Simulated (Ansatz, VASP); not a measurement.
CdTe: VASP beside Ansatz

```
Cd Te
1.0
     0.00000    3.30869    3.30869
     3.30869    0.00000    3.30869
     3.30869    3.30869    0.00000
Cd Te
1 1
Cartesian
  0.0000 0.0000 0.0000
  1.6543 1.6543 1.6543
```

Alike in both runs: functional PBE; k mesh 11 × 11 × 11; occupations fermi-dirac, width 0.05 eV; no spin polarisation.

Ansatz relaxed the structure, and its values are those at the end. VASP's run is a single point on that final structure, the one shown.

```csv
,VASP,Ansatz
version,VASP 6.6.1,Ansatz 0.2.0
potentials or method,"VASP PAW PBE potentials, release 64 (Cd, Te), cutoff 520 eV","all-electron LAPW, scalar-relativistic"
```

|  | VASP | Ansatz | Ansatz less VASP |
| --- | --- | --- | --- |
| pressure (GPa) | 0.1 | 0.0 | -0.10 |

Ansatz ran all-electron here, and VASP with PAW potentials.

Neither program's run includes spin-orbit coupling.
